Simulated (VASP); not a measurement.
# CoO (Fm-3m) in VASP: further runs

The runs below take CoO through density of states, vibrations by perturbation theory, with PBEsol, LDA.

Program: VASP 6.6.1. These are calculated values, not measurements. Logs are shortened: lines on timing, memory, paths and dates and some standing lists are left out, and cuts for length are marked.

### 1 The cell of the first run

The structure is cubic, space group Fm-3m (No. 225). Conventional cell: a = 4.263 Å, b = 4.263 Å, c = 4.263 Å, α = 90.00°, β = 90.00°, γ = 90.00°. Within 2.8 Å of Co (site symmetry m-3m) lie 6 O at 2.13 Å. Within 2.8 Å of O (site symmetry m-3m) lie 6 Co at 2.13 Å.

### 2 Density of states, PBEsol, collinear spin, ferromagnetic start

Contents of POSCAR:

```
CoO
1.0
    0.0000000000      2.1315000000      2.1315000000
    2.1315000000      0.0000000000      2.1315000000
    2.1315000000      2.1315000000      0.0000000000
Co O
1 1
Direct
    0.0000000000      0.0000000000      0.0000000000
    0.5000000000      0.5000000000      0.5000000000
```

Contents of INCAR.step1:

```
SYSTEM = CoO
PREC = Accurate
ENCUT = 520
EDIFF = 1E-6
ISMEAR = -1
SIGMA = 0.05
LREAL = .FALSE.
LASPH = .TRUE.
NELM = 150
ALGO = Normal
ISIF = 2
LWAVE = .FALSE.
LCHARG = .TRUE.
ISPIN = 2
MAGMOM = 2 0
LMAXMIX = 4
GGA = PS
NBANDS = 18
```

Contents of KPOINTS.step1:

```
Automatic mesh
0
G
  11 11 11
  0 0 0
```

Contents of INCAR.step2:

```
SYSTEM = CoO
PREC = Accurate
ENCUT = 520
EDIFF = 1E-6
ISMEAR = -5
SIGMA = 0.05
LREAL = .FALSE.
LASPH = .TRUE.
NELM = 150
ALGO = Normal
ISIF = 2
LWAVE = .FALSE.
LCHARG = .FALSE.
ISPIN = 2
MAGMOM = 2 0
LORBIT = 11
LMAXMIX = 4
GGA = PS
NBANDS = 18
NEDOS = 2001
ICHARG = 11
```

Contents of KPOINTS.step2:

```
Automatic mesh
0
G
  17 17 17
  0 0 0
```

Potentials or basis: VASP PAW PBE potentials, release 64 (Co, O).

Started as:

```bash
$ cat potpaw_PBE.64/Co/POTCAR potpaw_PBE.64/O/POTCAR > POTCAR
$ cp INCAR.step1 INCAR
$ cp KPOINTS.step1 KPOINTS
$ mpirun -np 1 vasp_std > vasp.out
$ cp INCAR.step2 INCAR
$ cp KPOINTS.step2 KPOINTS
$ mpirun -np 1 vasp_std > vasp.out
```

OUTCAR:

```text
SYSTEM = CoO
   PREC = Accurate
   ENCUT = 520
   EDIFF = 1E-6
   ISMEAR = -5
   LREAL = .FALSE.
   LASPH = .TRUE.
   NELM = 150
   ISIF = 2
   ISPIN = 2
   LORBIT = 11
   GGA = PS
   ICHARG = 11

 ion  position               nearest neighbor table
   1  0.000  0.000  0.000-   2 2.13   2 2.13   2 2.13   2 2.13   2 2.13   2 2.13
   2  0.500  0.500  0.500-   1 2.13   1 2.13   1 2.13   1 2.13   1 2.13   1 2.13

  LATTYP: Found a face centered cubic cell.
 ALAT       =     4.2630000000

  Lattice vectors:

 A1 = (   0.0000000000,   2.1315000000,   2.1315000000)
 A2 = (   2.1315000000,   0.0000000000,   2.1315000000)
 A3 = (   2.1315000000,   2.1315000000,   0.0000000000)

Analysis of symmetry for initial positions (statically):
[... 25 lines left out ...]
The dynamic configuration has the point symmetry O_h .

Analysis of structural, dynamic, and magnetic symmetry:
=====================================================================
 Subroutine PRICEL returns:
[... 7 lines left out ...]
 out of a pool of 48 trial point group operations.

The overall configuration has the point symmetry O_h .

 Subroutine INISYM returns: Found 48 space group operations
[... 5 lines left out ...]
                                     Primitive cell

  volume of cell :      19.3681

  direct lattice vectors                    reciprocal lattice vectors
     0.000000000  2.131500000  2.131500000    -0.234576589  0.234576589  0.234576589
     2.131500000  0.000000000  2.131500000     0.234576589 -0.234576589  0.234576589
     2.131500000  2.131500000  0.000000000     0.234576589  0.234576589 -0.234576589

  length of vectors
     3.014396208  3.014396208  3.014396208     0.406298571  0.406298571  0.406298571

  position of ions in fractional coordinates (direct lattice)
     0.000000000  0.000000000  0.000000000
     0.500000000  0.500000000  0.500000000

  ion indices of the primitive-cell ions
   primitive index   ion index
                 1           1
                 2           2

----------------------------------------------------------------------------------------

 KPOINTS: Automatic mesh

Automatic generation of k-mesh.
 Grid dimensions read from file:
 generate k-points for:   17   17   17

 Generating k-lattice:

  Cartesian coordinates                     Fractional coordinates (reciprocal lattice)
    -0.013798623  0.013798623  0.013798623     0.058823529  0.000000000  0.000000000
     0.013798623 -0.013798623  0.013798623     0.000000000  0.058823529  0.000000000
     0.013798623  0.013798623 -0.013798623     0.000000000  0.000000000  0.058823529

  Length of vectors
     0.023899916  0.023899916  0.023899916

  Shift w.r.t. Gamma in fractional coordinates (k-lattice)
     0.000000000  0.000000000  0.000000000

 TETIRR: Found    693 inequivalent tetrahedra from    29478

 Subroutine IBZKPT returns following result:
 ===========================================

 Found    165 irreducible k-points:

 Following reciprocal coordinates:
            Coordinates               Weight
  0.000000  0.000000  0.000000      1.000000
  0.058824  0.000000  0.000000      8.000000
  0.117647  0.000000  0.000000      8.000000
  0.176471  0.000000  0.000000      8.000000
  0.235294  0.000000  0.000000      8.000000
  0.294118  0.000000  0.000000      8.000000
[... 16 lines left out ...]
 -0.176471  0.058824  0.000000     24.000000
 -0.117647  0.058824  0.000000     24.000000
 [... further k-points ...]
   k-points           NKPTS =    165   k-points in BZ     NKDIM =    165   number of bands    NBANDS=     18
   number of dos      NEDOS =   2001   number of ions     NIONS =      2
   total plane-waves  NPLWV =  13824
   dimension x,y,z NGX =    24 NGY =   24 NGZ =   24
   dimension x,y,z NGXF=    48 NGYF=   48 NGZF=   48
   ions per type =               1   1
   NGX,Y,Z   is equivalent  to a cutoff of  13.24, 13.24, 13.24 a.u.
   NGXF,Y,Z  is equivalent  to a cutoff of  26.47, 26.47, 26.47 a.u.
 SYSTEM =  CoO
   PREC   = accura    normal or accurate (medium, high low for compatibility)
   ISTART =      0    job   : 0-new  1-cont  2-samecut
   ICHARG =     11    charge: 1-file 2-atom 10-const
   ISPIN  =      2    spin polarized calculation?
   LNONCOLLINEAR =      F non collinear calculations
   LSORBIT =      F    spin-orbit coupling
   LASPH  =      T    aspherical Exc in radial PAW
   ENCUT  =  520.0 eV  38.22 Ry    6.18 a.u.   5.60  5.60  5.60*2*pi/ulx,y,z
   NELM   =    150;   NELMIN=  2; NELMDL=  0     # of ELM steps
   EDIFF  = 0.1E-05   stopping-criterion for ELM
   LREAL  =      F    real-space projection
   EDIFFG = 0.1E-04   stopping-criterion for IOM
   NSW    =      0    number of steps for IOM
   IBRION =     -1    ionic relax: 0-MD 1-quasi-New 2-CG
   NFREE  =      0    steps in history (QN), initial steepest desc. (CG)
   ISIF   =      2    stress and relaxation
   ISYM   =      2    0-nonsym 1-usesym 2-fastsym
   POTIM  = 0.5000    time-step for ionic-motion
   TEBEG  =    0.0;   TEEND  =   0.0 temperature during run
   PSTRESS=    0.0 pullay stress
   NELECT =      15.0000    total number of electrons
   NUPDOWN=      -1.0000    fix difference up-down
   EMIN   =  10.00;   EMAX   =-10.00  energy-range for DOS
   EFERMI =   0.00;   METHOD = LEGACY
   ISMEAR =    -5;   SIGMA  =   0.05  broadening in eV -4-tet -1-fermi 0-gaus
   EFERMI_NEDOS =   21; number of points for ismear=-14 and -15
   IALGO  =     38    algorithm
   IMIX   =      4    mixing-type and parameters
     AMIX     =   0.40;   BMIX     =  1.00
     AMIX_MAG =   1.60;   BMIX_MAG =  1.00
  volume/ion in A,a.u.               =       9.68        65.35
  Fermi-wavevector in a.u.,A,eV,Ry     =   1.503407  2.841027 30.752334  2.260233
  Thomas-Fermi vector in A             =   2.614521
   LORBIT       =     11    0 simple, 1 ext, 2 COOP (PROOUT), +10 PAW based schemes
   GGA     = PS    functional components
   LHFCALC =     F    Hartree Fock is set to
   AEXX    =    0.0000 exact exchange contribution
   IVDW    =     0    specifies the selected vdW correction
   LEPSILON=     F    determine dielectric tensor
   LRPA    =     F    only Hartree local field effects (RPA)
 spin polarized calculation
 Fermi weights with tetrahedron method with Bloechl corrections
  energy-cutoff  :      520.00
  volume of cell :       19.37
 maximum number of plane-waves:       534

 number of electron      15.0000007 magnetization       2.9350242

 Free energy of the ion-electron system (eV)
  ---------------------------------------------------
  ext. energy  EPLUGINS =         0.00000000
  ---------------------------------------------------
  free energy    TOTEN  =       -13.94193072 eV

  energy without entropy =      -13.94193072  energy(sigma->0) =      -13.94193072

 E-fermi :   7.7847     XC(G=0): -12.6480

 val. band max:        7.8361785079   @ k =   0.4706   0.0000   0.0000
 cond. band min:       7.7691767459   @ k =  -0.2353   0.2353   0.0000
 fundamental gap:     -0.0670017621
 Fermi energy:         7.7846992902

 spin component 1

 k-point     1 :       0.0000    0.0000    0.0000
  band No.  band energies     occupation
      1     -12.4154      1.00000
      2       4.5026      1.00000
      3       4.5026      1.00000
      4       4.5773      1.00000
      5       4.5773      1.00000
      6       4.5773      1.00000
[... 10 lines left out ...]
     17      29.0183      0.00000
     18      32.4748      0.00000

 k-point     2 :       0.0588    0.0000    0.0000
  band No.  band energies     occupation
      1     -12.3788      1.00000
      2       4.0008      1.00000
      3       4.0008      1.00000
      4       4.0868      1.00000
      5       4.6542      1.00000
      6       4.6542      1.00000
[... 10 lines left out ...]
     17      29.5104      0.00000
     18      33.0935      0.00000

 k-point     3 :       0.1176    0.0000    0.0000
  band No.  band energies     occupation
      1     -12.2724      1.00000
      2       3.3432      1.00000
      3       3.4878      1.00000
      4       3.4878      1.00000
      5       4.7228      1.00000
      6       4.7228      1.00000
[... 412 lines left out ...]
 k-point    23 :      -0.1765    0.0588    0.0000
  band No.  band energies     occupation
      1     -12.0130      1.00000
      2       2.0834      1.00000
      3       2.7108      1.00000
      4       3.0879      1.00000
      5       4.8443      1.00000
      6       4.8719      1.00000
[... 10 lines left out ...]
     17      33.4846      0.00000
     18      35.6591      0.00000

 k-point    24 :      -0.1176    0.0588    0.0000
  band No.  band energies     occupation
      1     -12.1934      1.00000
      2       2.8216      1.00000
      3       3.1144      1.00000
      4       3.5952      1.00000
      5       4.7469      1.00000
      6       4.7480      1.00000
[... 10 lines left out ...]
     17      31.8799      0.00000
     18      34.2857      0.00000

 [... further k-points ...]

 spin component 2

 k-point     1 :       0.0000    0.0000    0.0000
  band No.  band energies     occupation
      1     -11.8748      1.00000
      2       5.1896      1.00000
      3       5.1896      1.00000
      4       5.1896      1.00000
      5       6.6894      1.00000
      6       6.6894      1.00000
[... 10 lines left out ...]
     17      29.9625      0.00000
     18      33.2924      0.00000

 k-point     2 :       0.0588    0.0000    0.0000
  band No.  band energies     occupation
      1     -11.8372      1.00000
      2       4.8474      1.00000
      3       5.0479      1.00000
      4       5.0479      1.00000
      5       6.7380      1.00000
      6       6.7380      1.00000
[... 10 lines left out ...]
     17      30.3917      0.00000
     18      33.9354      0.00000

 k-point     3 :       0.1176    0.0000    0.0000
  band No.  band energies     occupation
      1     -11.7277      1.00000
      2       4.0923      1.00000
      3       4.7167      1.00000
      4       4.7167      1.00000
      5       6.8488      1.00000
      6       6.8488      1.00000
[... 412 lines left out ...]
 k-point    23 :      -0.1765    0.0588    0.0000
  band No.  band energies     occupation
      1     -11.4603      1.00000
      2       2.8339      1.00000
      3       4.0940      1.00000
      4       4.2253      1.00000
      5       6.9557      1.00000
      6       7.1074      1.00000
[... 10 lines left out ...]
     17      34.0471      0.00000
     18      36.5048      0.00000

 k-point    24 :      -0.1176    0.0588    0.0000
  band No.  band energies     occupation
      1     -11.6463      1.00000
      2       3.6482      1.00000
      3       4.4630      1.00000
      4       4.6099      1.00000
      5       6.8213      1.00000
      6       6.9947      1.00000
[... 10 lines left out ...]
     17      32.5811      0.00000
     18      35.1342      0.00000

 [... further k-points ...]
[... 5 lines left out ...]
  --------------------------------------------------------------------------------------
  -------------------------------------------------------------------------------------
  Total       -1.5907726     -1.5907726     -1.5907726      0.0000000     -0.0000000      0.0000000
  in kB     -131.5929644   -131.5929644   -131.5929644      0.0000000     -0.0000000      0.0000000
  external PRESSURE =    -131.5929644 kB  Pullay stress =       0.0000000 kB

 VOLUME and BASIS-vectors are now :
 -----------------------------------------------------------------------------
  energy-cutoff  :      520.00
  volume of cell :       19.37
      direct lattice vectors                 reciprocal lattice vectors
     0.000000000  2.131500000  2.131500000    -0.234576589  0.234576589  0.234576589
     2.131500000  0.000000000  2.131500000     0.234576589 -0.234576589  0.234576589
     2.131500000  2.131500000  0.000000000     0.234576589  0.234576589 -0.234576589

 POSITION                                       TOTAL-FORCE (eV/Angst)
 -----------------------------------------------------------------------------------
      0.00000      0.00000      0.00000        -0.000000     -0.000000      0.000000
      2.13150      2.13150      2.13150         0.000000      0.000000     -0.000000
 -----------------------------------------------------------------------------------
    total drift:                                0.000000     -0.000000     -0.000000

  FREE ENERGIE OF THE ION-ELECTRON SYSTEM (eV)
  ---------------------------------------------------
  free  energy   TOTEN  =       -13.9419307206 eV

  energy  without entropy=      -13.9419307206  energy(sigma->0) =      -13.94193072

 total charge

# of ion       s       p       d       tot
------------------------------------------
    1        0.296   0.360   7.133   7.789
    2        1.551   3.406   0.000   4.956
--------------------------------------------------
tot          1.847   3.765   7.133  12.746

 magnetization (x)

# of ion       s       p       d       tot
------------------------------------------
    1        0.020   0.017   2.564   2.601
    2        0.029   0.299   0.000   0.328
--------------------------------------------------
tot          0.049   0.316   2.564   2.929
```

Run time: 52 s. Hardware: 1 thread of Intel Xeon Platinum 8559C (Emerald Rapids), shared host; peak memory 0.21 GiB.

What came out:

| Quantity | Value |
| --- | --- |
| Net moment | 2.94 μB per cell |
| Site moments | Co +2.60; O +0.33 μB |
| Valence electrons inside the program's atomic spheres | Co 7.79; O 4.96 |

Caveat: the PAW data sets were made with another functional, which shifts forces and pressure a little; a cell with one magnetic atom can't hold antiferromagnetic order, which such compounds often take; semilocal functionals often make such compounds metallic where correlation or magnetic order opens a gap, which also shifts bond lengths; tetrahedron occupations give inexact forces and stress in metals.

[end of part 1 of 3]
